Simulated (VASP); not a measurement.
Runs of VASP 6.6.1 on AlAs. Symmetry: F-43m, No. 216, cubic system. Conventional cell: a = 5.678 Å, b = 5.678 Å, c = 5.678 Å, α = 90.00°, β = 90.00°, γ = 90.00°. Al (site symmetry -43m) has 4 As at 2.46 Å within 3.2 Å. As (site symmetry -43m) has 4 Al at 2.46 Å within 3.2 Å. 

```tsv
level	cutoff (eV)	grid for exact exchange (PRECFOCK)	share of exact exchange	screening parameter	gap on the mesh (eV)	pressure (GPa)
PBE	500	-	-	-	(b)	2.1
HSE06	400	Normal	0.25	0.2079 1/Å	2.10	-0.1
r2SCAN	550	-	-	-	(c)	0.0
PBE0	400	Normal	0.25	-	2.77	(a)
```

Alike in all rows: task single point; potentials or basis VASP PAW PBE potentials, release 64 (Al, As); no spin polarisation; cell as given; k mesh 6 × 6 × 6; smearing gaussian 0.01 eV.

Question: Estimate the missing entries.

Answer: (a) -0.2; (b) 1.45; (c) 1.80.

Caveats: the PAW data sets were made with another functional, which shifts forces and pressure a little (at least some runs).

A k mesh can miss the band edges, and the runs leave out spin-orbit coupling on As.
